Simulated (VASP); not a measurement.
Write the native input for VASP 6.6.1 that does the following.

* Task: single point
* Functional: PBE
* Potentials or basis: VASP PAW PBE potentials, release 64 (Ba_sv, Hf_pv, O)
* Cutoff: 600 eV
* k mesh: 4 × 4 × 4
* Occupations: gaussian, width 0.023 eV
* Spin: no spin polarisation
* Dipole correction: no
* Further INCAR settings: ALGO = Normal; EDIFF = 1e-06; NBANDS = 27

The structure of BaHfO3 lies in POSCAR:

```
BaHfO3
1.0
    4.1695667999      0.0000000000      0.0000000000
    0.0000000000      4.1695667999      0.0000000000
    0.0000000000      0.0000000000      4.1703766343
Ba Hf O
1 1 3
Direct
    0.5000000000      0.5000000000      0.9964249600
    0.0000000000      0.0000000000      0.4978753300
    0.0000000000      0.5000000000      0.4988901400
    0.5000000000      0.0000000000      0.4988901400
    0.0000000000      0.0000000000      0.9979412200
```

One way to write it, as run:

INCAR

```
ALGO     = Normal         # electronic algorithm
EDIFF    = 1E-6           # SCF threshold, eV
ENCUT    = 600            # plane-wave cutoff, eV
GGA      = PE             # functional
GGA_COMPAT= False        
ISIF     = 2              # what is computed and relaxed
ISMEAR   = 0              # smearing method
LASPH    = True           # aspherical terms in the spheres
LCHARG   = True           # write CHGCAR
LELF     = True           # ELF
LREAL    = False          # projectors in reciprocal space
LVHAR    = True         
LWAVE    = False          # write WAVECAR
NBANDS   = 27             # bands
NELM     = 120            # most SCF steps
PREC     = Accurate       # precision mode
SIGMA    = 0.023          # smearing width, eV
```

KPOINTS

```
k-points
0
Gamma
  4 4 4
```

Potentials or basis: VASP PAW PBE potentials, release 64 (Ba_sv, Hf_pv, O).

Run with:

```sh
$ cat potpaw_PBE.64/Ba_sv/POTCAR potpaw_PBE.64/Hf_pv/POTCAR potpaw_PBE.64/O/POTCAR > POTCAR
$ mpirun -np 1 vasp_std > vasp.out
```

It gave:

| Property | Result |
| --- | --- |
| Pressure | 3.6 GPa |
| Largest force | 0.024 eV/Å |
| Band gap on the k mesh | 3.58 eV, indirect (least direct gap 3.80 eV) |

Caveat: spin-orbit coupling is left out, which moves the levels of the heavy elements.

It took 22 s on 1 thread of Intel(R) Xeon(R) Platinum 8559C (Emerald Rapids), on a shared host, peak memory 0.22 GiB.
